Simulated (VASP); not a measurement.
Li4WO5, 20 atoms in the cell. The typed cell holds 20 atoms: a = 6.647 Å, b = 6.647 Å, c = 4.173 Å, α = 90.00°, β = 90.00°, γ = 90.00°. 

```yaml
Program: VASP 6.6.1
Task: single point
Functional: PBEsol
Potentials_or_basis: VASP PAW PBE potentials, release 64 (Li_sv, W_sv, O)
Cutoff: 520 eV
k_mesh: 2 × 2 × 3
Occupations: fermi-dirac, width 0.17 eV
Spin: no spin polarisation
Dipole_correction: no
Further_INCAR_settings: LREAL = Auto; ALGO = Normal; EDIFF = 1e-06; NBANDS = 72
```

Potentials or basis: VASP PAW PBE potentials, release 64 (Li_sv, W_sv, O).

Run with:

```console
$ cat potpaw_PBE.64/Li_sv/POTCAR potpaw_PBE.64/W_sv/POTCAR potpaw_PBE.64/O/POTCAR > POTCAR
$ mpirun -np 1 vasp_std > vasp.out
```

Hardware: 1 thread of Oxide Virtual Turin-like Processor, with other jobs on the host.

Q: Estimate the wall time of this run.

A: Run time: 2.8 min on 1 thread of Oxide Virtual Turin-like Processor, on a shared host, peak memory 0.27 GiB. Counts: scf iterations 16, k points 8.
